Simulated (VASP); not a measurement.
# Nb (Im-3m) in VASP: notebook

Runs on Nb. Level: r2SCAN. Tasks: single point.

Program: VASP 6.6.1. These are calculated values, not measurements. Logs are shortened: lines on timing, memory, paths and dates and some standing lists are left out, and cuts for length are marked.

## 1. The cell of the first run

Symmetry: Im-3m, No. 229, cubic system. Conventional cell: a = 3.302 Å, b = 3.302 Å, c = 3.302 Å, α = 90.00°, β = 90.00°, γ = 90.00°. Within 3.8 Å of Nb (site symmetry m-3m) lie 14 Nb at 2.86 to 3.30 Å.

## 2. Single point, r2SCAN

POSCAR reads:

```
Nb
1.0
   -1.6511317439      1.6511317439      1.6511317439
    1.6511317439     -1.6511317439      1.6511317439
    1.6511317439      1.6511317439     -1.6511317439
Nb
1
Direct
    0.0000000000      0.0000000000      0.0000000000
```

INCAR.step1 reads:

```
PREC = Accurate ; ENCUT = 520
ISMEAR = 0 ; SIGMA = 0.1
LREAL = F ; LASPH = T
NELM = 60 ; NBANDS = 12
GGA = PE ; ALGO = Normal
EDIFF = 1E-4 ; LWAVE = T
LCHARG = F
```

INCAR.step2 reads:

```
PREC = Accurate ; ENCUT = 520
EDIFF = 1E-6 ; ISMEAR = 0
SIGMA = 0.1 ; LREAL = F
LASPH = T ; NELM = 60
ALGO = Normal ; ISIF = 2
LWAVE = F ; LCHARG = F
METAGGA = R2SCAN ; LMIXTAU = T
NBANDS = 12 ; ISTART = 1
```

KPOINTS reads:

```
Automatic mesh
0
Gamma
  13 13 13
```

Potentials or basis: VASP PAW PBE potentials, release 64 (Nb_sv).

Started as:

```
$ cat potpaw_PBE.64/Nb_sv/POTCAR > POTCAR
$ cp INCAR.step1 INCAR
$ mpirun -np 1 vasp_std > vasp.out
$ cp INCAR.step2 INCAR
$ mpirun -np 1 vasp_std > vasp.out
```

OUTCAR:

```text
PREC = Accurate
   ENCUT = 520
   EDIFF = 1E-6
   ISMEAR = 0
   LREAL = F
   LASPH = T
   NELM = 60
   ISIF = 2
   METAGGA = R2SCAN
   ISTART = 1

 ion  position               nearest neighbor table
   1  0.000  0.000  0.000-

  LATTYP: Found a body centered cubic cell.
 ALAT       =     3.3022634878

  Lattice vectors:

 A1 = (  -1.6511317439,   1.6511317439,   1.6511317439)
 A2 = (   1.6511317439,  -1.6511317439,   1.6511317439)
 A3 = (   1.6511317439,   1.6511317439,  -1.6511317439)

Analysis of symmetry for initial positions (statically):
=====================================================================
 Subroutine PRICEL returns:
 Original cell was already a primitive cell.

 Routine SETGRP: Setting up the symmetry group for a
 body centered cubic supercell.

 Subroutine GETGRP returns: Found 48 space group operations
 (whereof 48 operations were pure point group operations)
 out of a pool of 48 trial point group operations.

The static configuration has the point symmetry O_h .

Analysis of symmetry for dynamics (positions and initial velocities):
=====================================================================
 Subroutine PRICEL returns:
 Original cell was already a primitive cell.

 Routine SETGRP: Setting up the symmetry group for a
 body centered cubic supercell.

 Subroutine GETGRP returns: Found 48 space group operations
 (whereof 48 operations were pure point group operations)
 out of a pool of 48 trial point group operations.

The dynamic configuration has the point symmetry O_h .

 Subroutine INISYM returns: Found 48 space group operations
 (whereof 48 operations are pure point group operations),
 and found     1 'primitive' translations

----------------------------------------------------------------------------------------

                                     Primitive cell

  volume of cell :      18.0055

  direct lattice vectors                    reciprocal lattice vectors
    -1.651131744  1.651131744  1.651131744     0.000000000  0.302822595  0.302822595
     1.651131744 -1.651131744  1.651131744     0.302822595  0.000000000  0.302822595
     1.651131744  1.651131744 -1.651131744     0.302822595  0.302822595  0.000000000

  length of vectors
     2.859844070  2.859844070  2.859844070     0.428255821  0.428255821  0.428255821

  position of ions in fractional coordinates (direct lattice)
     0.000000000  0.000000000  0.000000000

  ion indices of the primitive-cell ions
   primitive index   ion index
                 1           1

----------------------------------------------------------------------------------------

 KPOINTS: Automatic mesh

Automatic generation of k-mesh.
 Grid dimensions read from file:
 generate k-points for:   13   13   13

 Generating k-lattice:

  Cartesian coordinates                     Fractional coordinates (reciprocal lattice)
     0.000000000  0.023294046  0.023294046     0.076923077  0.000000000  0.000000000
     0.023294046  0.000000000  0.023294046     0.000000000  0.076923077  0.000000000
     0.023294046  0.023294046  0.000000000     0.000000000  0.000000000  0.076923077

  Length of vectors
     0.032942755  0.032942755  0.032942755

  Shift w.r.t. Gamma in fractional coordinates (k-lattice)
     0.000000000  0.000000000  0.000000000

 Subroutine IBZKPT returns following result:
 ===========================================

 Found     84 irreducible k-points:

 Following reciprocal coordinates:
            Coordinates               Weight
  0.000000  0.000000  0.000000      1.000000
  0.076923  0.000000  0.000000     12.000000
  0.153846  0.000000  0.000000     12.000000
  0.230769  0.000000  0.000000     12.000000
  0.307692  0.000000  0.000000     12.000000
  0.384615  0.000000  0.000000     12.000000
[... 16 lines left out ...]
  0.153846  0.076923  0.076923     24.000000
  0.230769  0.076923  0.076923     24.000000
 [... further k-points ...]
   k-points           NKPTS =     84   k-points in BZ     NKDIM =     84   number of bands    NBANDS=     12
   number of dos      NEDOS =    301   number of ions     NIONS =      1
   total plane-waves  NPLWV =  13824
   dimension x,y,z NGX =    24 NGY =   24 NGZ =   24
   dimension x,y,z NGXF=    48 NGYF=   48 NGZF=   48
   ions per type =               1
   NGX,Y,Z   is equivalent  to a cutoff of  13.95, 13.95, 13.95 a.u.
   NGXF,Y,Z  is equivalent  to a cutoff of  27.90, 27.90, 27.90 a.u.
 SYSTEM =  unknown system
   PREC   = accura    normal or accurate (medium, high low for compatibility)
   ISTART =      1    job   : 0-new  1-cont  2-samecut
   ICHARG =      0    charge: 1-file 2-atom 10-const
   ISPIN  =      1    spin polarized calculation?
   LNONCOLLINEAR =      F non collinear calculations
   LSORBIT =      F    spin-orbit coupling
   LASPH  =      T    aspherical Exc in radial PAW
   ENCUT  =  520.0 eV  38.22 Ry    6.18 a.u.   5.32  5.32  5.32*2*pi/ulx,y,z
   NELM   =     60;   NELMIN=  2; NELMDL=  0     # of ELM steps
   EDIFF  = 0.1E-05   stopping-criterion for ELM
   LREAL  =      F    real-space projection
   EDIFFG = 0.1E-04   stopping-criterion for IOM
   NSW    =      0    number of steps for IOM
   IBRION =     -1    ionic relax: 0-MD 1-quasi-New 2-CG
   NFREE  =      0    steps in history (QN), initial steepest desc. (CG)
   ISIF   =      2    stress and relaxation
   ISYM   =      2    0-nonsym 1-usesym 2-fastsym
   POTIM  = 0.5000    time-step for ionic-motion
   TEBEG  =    0.0;   TEEND  =   0.0 temperature during run
   PSTRESS=    0.0 pullay stress
   NELECT =      13.0000    total number of electrons
   NUPDOWN=      -1.0000    fix difference up-down
   EMIN   =  10.00;   EMAX   =-10.00  energy-range for DOS
   EFERMI =   0.00;   METHOD = LEGACY
   ISMEAR =     0;   SIGMA  =   0.10  broadening in eV -4-tet -1-fermi 0-gaus
   EFERMI_NEDOS =   21; number of points for ismear=-14 and -15
   IALGO  =     38    algorithm
   IMIX   =      4    mixing-type and parameters
     AMIX     =   0.40;   BMIX     =  1.00
     AMIX_MAG =   1.60;   BMIX_MAG =  1.00
  volume/ion in A,a.u.               =      18.01       121.51
  Fermi-wavevector in a.u.,A,eV,Ry     =   1.468659  2.775363 29.347202  2.156958
  Thomas-Fermi vector in A             =   2.584130
   LORBIT       =      0    0 simple, 1 ext, 2 COOP (PROOUT), +10 PAW based schemes
   METAGGA = R2SCAN    functional components
   LHFCALC =     F    Hartree Fock is set to
   AEXX    =    0.0000 exact exchange contribution
   IVDW    =     0    specifies the selected vdW correction
   LEPSILON=     F    determine dielectric tensor
   LRPA    =     F    only Hartree local field effects (RPA)
 non-spin polarized calculation
 Gauss-broadening in eV      SIGMA  =   0.10
  energy-cutoff  :      520.00
  volume of cell :       18.01
 maximum number of plane-waves:       493
 NGX is ok and might be reduce to    24
   NGX = 11   NGY = 11   NGZ = 11

 number of electron      13.0000000 magnetization

 Free energy of the ion-electron system (eV)
  ---------------------------------------------------
  ext. energy  EPLUGINS =         0.00000000
  ---------------------------------------------------
  free energy    TOTEN  =       -24.85064621 eV

  energy without entropy =      -24.84570957  energy(sigma->0) =      -24.84817789

 E-fermi :  11.1525     XC(G=0): -13.6269

 val. band max:       11.1109729257   @ k =  -0.1538   0.2308   0.0769
 cond. band min:      11.2179188186   @ k =   0.3077   0.1538  -0.0000
 fundamental gap:      0.1069458929
 Fermi energy:        11.1524830629

 k-point     1 :       0.0000    0.0000    0.0000
  band No.  band energies     occupation
      1     -45.0011      2.00000
      2     -19.5408      2.00000
      3     -19.5408      2.00000
      4     -19.5408      2.00000
      5       4.8568      2.00000
      6      11.5915      0.00000
      7      11.5915      0.00000
      8      11.5915      0.00000
      9      14.7154      0.00000
     10      14.7154      0.00000
     11      26.0212      0.00000
     12      26.0212      0.00000

 k-point     2 :       0.0769    0.0000    0.0000
  band No.  band energies     occupation
      1     -44.9860      2.00000
      2     -19.6305      2.00000
      3     -19.5676      2.00000
      4     -19.5415      2.00000
      5       5.1118      2.00000
      6      11.4321      0.00008
      7      11.5470      0.00000
      8      11.8345      0.00000
      9      14.4771      0.00000
     10      14.7143      0.00000
     11      26.2261      0.00000
     12      26.4648      0.00000

 k-point     3 :       0.1538    0.0000    0.0000
  band No.  band energies     occupation
      1     -44.9440      2.00000
      2     -19.8743      2.00000
      3     -19.6415      2.00000
      4     -19.5437      2.00000
      5       5.8097      2.00000
      6      11.0220      1.93497
      7      11.3463      0.00613
      8      12.5457      0.00000
      9      14.1170      0.00000
     10      14.7355      0.00000
     11      26.5993      0.00000
     12      27.7251      0.00000

 k-point     4 :       0.2308    0.0000    0.0000
  band No.  band energies     occupation
      1     -44.8842      2.00000
      2     -20.2070      2.00000
      3     -19.7440      2.00000
      4     -19.5468      2.00000
      5       6.7060      2.00000
      6      10.5068      2.00000
      7      11.0663      1.77732
      8      13.6678      0.00000
      9      14.0970      0.00000
     10      14.8263      0.00000
     11      26.3807      0.00000
     12      28.0117      0.00000

 k-point     5 :       0.3077    0.0000    0.0000
  band No.  band energies     occupation
      1     -44.8199      2.00000
      2     -20.5475      2.00000
      3     -19.8509      2.00000
      4     -19.5503      2.00000
      5       7.3094      2.00000
      6      10.0209      2.00000
      7      11.2754      0.08213
      8      14.3705      0.00000
      9      15.0106      0.00000
     10      15.0868      0.00000
     11      25.3028      0.00000
     12      26.7785      0.00000
[... 228 lines left out ...]
      1     -44.7002      2.00000
      2     -20.6499      2.00000
      3     -20.4269      2.00000
      4     -19.7203      2.00000
      5       8.8340      2.00000
      6       9.9215      2.00000
      7      10.5324      2.00000
      8      14.8868      0.00000
      9      15.3824      0.00000
     10      21.5257      0.00000
     11      22.2047      0.00000
     12      23.7060      0.00000

 k-point    22 :       0.0769    0.0769    0.0769
  band No.  band energies     occupation
      1     -44.9193      2.00000
      2     -20.0371      2.00000
      3     -19.6040      2.00000
      4     -19.6040      2.00000
      5       6.2422      2.00000
      6      10.8337      1.99999
      7      10.8337      1.99999
      8      13.3218      0.00000
      9      14.4514      0.00000
     10      14.4514      0.00000
     11      27.0336      0.00000
     12      27.8586      0.00000

 k-point    23 :       0.1538    0.0769    0.0769
  band No.  band energies     occupation
      1     -44.8649      2.00000
      2     -20.3140      2.00000
      3     -19.7149      2.00000
      4     -19.6136      2.00000
      5       7.1406      2.00000
      6      10.3180      2.00000
      7      10.4760      2.00000
      8      14.3346      0.00000
      9      14.6349      0.00000
     10      14.7710      0.00000
     11      27.0318      0.00000
     12      27.8169      0.00000

 k-point    24 :       0.2308    0.0769    0.0769
  band No.  band energies     occupation
      1     -44.8067      2.00000
      2     -20.5782      2.00000
      3     -19.8536      2.00000
      4     -19.6239      2.00000
      5       7.8171      2.00000
      6       9.8814      2.00000
      7      10.5844      2.00000
      8      14.4980      0.00000
      9      15.0560      0.00000
     10      16.1668      0.00000
     11      25.8167      0.00000
     12      26.5962      0.00000

 [... further k-points ...]

------------------------ aborting loop because EDIFF is reached ----------------------------------------

  FORCE on cell =-STRESS in cart. coord.  units (eV):
  Direction    XX          YY          ZZ          XY          YZ          ZX
  --------------------------------------------------------------------------------------
  -------------------------------------------------------------------------------------
  Total       -0.0742518     -0.0742518     -0.0742518     -0.0000000     -0.0000000     -0.0000000
  in kB       -6.6071230     -6.6071230     -6.6071230     -0.0000000     -0.0000000     -0.0000000
  external PRESSURE =      -6.6071230 kB  Pullay stress =       0.0000000 kB

 VOLUME and BASIS-vectors are now :
 -----------------------------------------------------------------------------
  energy-cutoff  :      520.00
  volume of cell :       18.01
      direct lattice vectors                 reciprocal lattice vectors
    -1.651131744  1.651131744  1.651131744     0.000000000  0.302822595  0.302822595
     1.651131744 -1.651131744  1.651131744     0.302822595  0.000000000  0.302822595
     1.651131744  1.651131744 -1.651131744     0.302822595  0.302822595  0.000000000

 POSITION                                       TOTAL-FORCE (eV/Angst)
 -----------------------------------------------------------------------------------
      0.00000      0.00000      0.00000        -0.000000      0.000000     -0.000000
 -----------------------------------------------------------------------------------
    total drift:                                0.000000      0.000000     -0.000000

  FREE ENERGIE OF THE ION-ELECTRON SYSTEM (eV)
  ---------------------------------------------------
  free  energy   TOTEN  =       -24.8506462096 eV

  energy  without entropy=      -24.8457095698  energy(sigma->0) =      -24.84817789
```

It took 22 s on 1 thread of Intel Xeon 6975P-C (Granite Rapids), shared host; peak memory 0.15 GiB.

Results:

```
Free energy            : -24.8506 eV
Pressure               : -0.7 GPa
Band gap on the k mesh : zero (an odd number of electrons rules out a gap without spin polarisation)
```

Levels at points of the mesh, in eV from the Fermi level:
```tsv
k point	band 4	band 5	band 6	band 7	band 8	band 9
(0.00, 0.00, 0.00)	-30.69	-6.30	0.44	0.44	0.44	3.56
```

Caveat: the PAW data sets were made with another functional, which shifts forces and pressure a little.

[end of part 1 of 2]

The gap in the log of VASP goes by the Fermi energy; the results here count the filled bands.